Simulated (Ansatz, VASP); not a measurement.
# One calculation of ZnO, two programs

Contents of INCAR:

```
SYSTEM = ZnO
PREC = Accurate
ENCUT = 520
EDIFF = 1E-6
ISMEAR = -1
SIGMA = 0.02
LREAL = .FALSE.
LASPH = .TRUE.
NELM = 80
ALGO = Normal
ISIF = 2
LWAVE = .FALSE.
LCHARG = .FALSE.
GGA = CA
NBANDS = 26
```

Contents of KPOINTS:

```
regular mesh
0
G
  11 11 6
  0 0 0
```

The input POSCAR:

```
ZnO
1.0
    3.3468806856      0.0000000000      0.0000000000
   -1.6734403428      2.8984836972      0.0000000000
    0.0000000000      0.0000000000      5.2038000000
Zn O
2 2
Direct
    0.3333333333      0.6666666667      0.0000000000
    0.6666666667      0.3333333333      0.5000000000
    0.3333333333      0.6666666667      0.3821000000
    0.6666666667      0.3333333333      0.8821000000
```

Input for Ansatz:

```yaml
crystal:
  lattice:
    - [3.3468806856, 0.0, 0.0]
    - [-1.6734403428, 2.8984836972, 0.0]
    - [0.0, 0.0, 5.2038]
  atoms:
    - { symbol: Zn, position: [0.3333333333, 0.6666666667, 0.0] }
    - { symbol: Zn, position: [0.6666666667, 0.3333333333, 0.5] }
    - { symbol: O, position: [0.3333333333, 0.6666666667, 0.3821] }
    - { symbol: O, position: [0.6666666667, 0.3333333333, 0.8821] }
kpoints:
  mp_grid: { grid: [11, 11, 6] }
  band_path:
    path:
      - [0.0, 0.0, 0.0]
      - [0.5, 0.0, 0.0]
      - [0.3333333333, 0.3333333333, 0.0]
      - [0.0, 0.0, 0.0]
      - [0.0, 0.0, 0.5]
      - [0.5, 0.0, 0.5]
      - [0.3333333333, 0.3333333333, 0.5]
      - [0.0, 0.0, 0.5]
      - [0.5, 0.0, 0.5]
    npoints: 5
scf:
  occupations: { method: fermi_dirac, width: 0.02 }
hamiltonian:
  xc: lda
  pseudopotentials: { kind: all_electron, lapw: { basis_error: 0.0005 } }
output:
  forces: true
  stress: true
  eigenvalues: true
```

Change from the starting cell: equal xx and yy strain of +3 %.

Alike in both runs: task single point; functional LDA; k mesh 11 × 11 × 6; occupations fermi-dirac, width 0.02 eV; no spin polarisation.

```csv
,VASP,Ansatz
version,VASP 6.6.1,Ansatz 0.2.0
potentials or method,"VASP PAW LDA potentials, release 64 (Zn, O), cutoff 520 eV","all-electron LAPW, scalar-relativistic"
```

VASP gave:

| Quantity | Value |
| --- | --- |
| pressure (GPa) | -12.8 |
| traceless stress, the component that is largest in VASP (GPa) | 3.98 |
| rms of the force components (eV/Å) | 0.072 |

Estimate Ansatz's values.

pressure (GPa): -13.6; traceless stress, the component that is largest in VASP (GPa): 3.84; rms of the force components (eV/Å): 0.063.

LDA's correlation is that of Perdew and Zunger in VASP and of Perdew and Wang (1992) in Ansatz. Atom by atom the forces differ by 0.009 eV/Å (rms over components). Ansatz ran all-electron here, and VASP with PAW potentials.
